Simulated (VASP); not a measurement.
Wanted: the native input for a VASP 6.6.1 run.

```yaml
Task: relaxation of cell and atoms
Functional: PBE
Potentials_or_basis: VASP PAW PBE potentials, release 64 (Rb_sv, As)
Cutoff: 600 eV
k_mesh: 6 × 6 × 6
Occupations: gaussian, width 0.1 eV
Spin: no spin polarisation
Dipole_correction: no
Further_INCAR_settings: ALGO = Fast; EDIFF = 1e-06; IBRION = 2; EDIFFG = -0.01; NSW = 100; ISIF = 3
```

The structure of Rb4As lies in POSCAR:

```
Rb4As
1.0
    7.2979509192      0.0000000000      0.0000000000
    0.0000000000      7.2979509192      0.0000000000
    0.0000000000      0.0000000000      7.2979509192
Rb As
4 1
Direct
    0.5000000000      0.5000000000      0.5000000000
    0.0000000000      0.5000000000      0.5000000000
    0.5000000000      0.0000000000      0.5000000000
    0.5000000000      0.5000000000      0.0000000000
    0.0000000000      0.0000000000      0.0000000000
```

The cell was generated, and may not be a known phase.

The input as run:

INCAR

```
ALGO = Fast ; EDIFF = 1E-6
EDIFFG = -0.01 ; ENCUT = 600
GGA = PE ; IBRION = 2
ISIF = 3 ; ISMEAR = 0
LASPH = T ; LCHARG = F
LREAL = F ; LWAVE = F
NELM = 60 ; NSW = 100
PREC = Accurate ; SIGMA = 0.1
```

KPOINTS

```
k-points
0
Gamma
  6 6 6
```

Potentials or basis: VASP PAW PBE potentials, release 64 (Rb_sv, As).

Command:

```sh
$ cat potpaw_PBE.64/Rb_sv/POTCAR potpaw_PBE.64/As/POTCAR > POTCAR
$ mpirun -np 1 vasp_std > vasp.out
```

It gave:

| Quantity | Value |
| --- | --- |
| Pressure after relaxing | 0.0 GPa |
| Band gap on the k mesh | zero (an odd number of electrons rules out a gap without spin polarisation) |

Caveat: the relaxation stopped at its first step, so nothing moved.

Run time: 13 min on 1 thread of Oxide Virtual Turin-like Processor, on a shared host, peak memory 0.59 GiB.
